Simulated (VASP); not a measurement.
Write the native input for VASP 6.6.1 that does the following.

| Quantity | Value |
| --- | --- |
| Task | single point |
| Functional | PBEsol |
| Potentials or basis | VASP PAW PBE potentials, release 64 (C) |
| Cutoff | 600 eV |
| k mesh | 5 × 5 × 2 |
| Occupations | fermi-dirac, width 0.05 eV |
| Spin | no spin polarisation |
| Dipole correction | no |
| Further INCAR settings | ALGO = Normal; EDIFF = 1e-06; NBANDS = 11 |

The structure of C lies in POSCAR:

```
C
1.0
    2.4561700000      0.0000000000      0.0000000000
   -1.2280850000      2.1271060000      0.0000000000
    0.0000000000      0.0000000000      8.5238030000
C
2
Direct
    0.3333333333      0.6666666667      0.0000000000
    0.6666666667      0.3333333333      0.0000000000
```

These files were run (other wordings do the same):

INCAR

```
SYSTEM = C
PREC     = Accurate       ! precision mode
ENCUT    = 600            ! plane-wave cutoff, eV
EDIFF    = 1E-6           ! SCF threshold, eV
ISMEAR   = -1             ! smearing method
SIGMA    = 0.05           ! smearing width, eV
LREAL    = .FALSE.        ! projectors in reciprocal space
LASPH    = .TRUE.         ! aspherical terms in the spheres
NELM     = 120            ! most SCF steps
ALGO     = Normal         ! electronic algorithm
ISIF     = 2              ! what is computed and relaxed
LWAVE    = .FALSE.        ! write WAVECAR
LCHARG   = .FALSE.        ! write CHGCAR
GGA      = PS             ! functional
NBANDS   = 11             ! bands
GGA_COMPAT= .FALSE.
```

KPOINTS

```
regular mesh
0
G
  5 5 2
  0 0 0
```

Potentials or basis: VASP PAW PBE potentials, release 64 (C).

Launch:

```console
$ cat potpaw_PBE.64/C/POTCAR > POTCAR
$ mpirun -np 1 vasp_std > vasp.out
```

Results of the run:

- Band gap on the k mesh: 2.82 eV, direct

Caveat: the k points lie up to 0.59 Å⁻¹ apart.

It took 3.8 s on 1 thread of Intel(R) Xeon(R) 6975P-C (Granite Rapids) (shared host), peak memory 0.15 GiB.
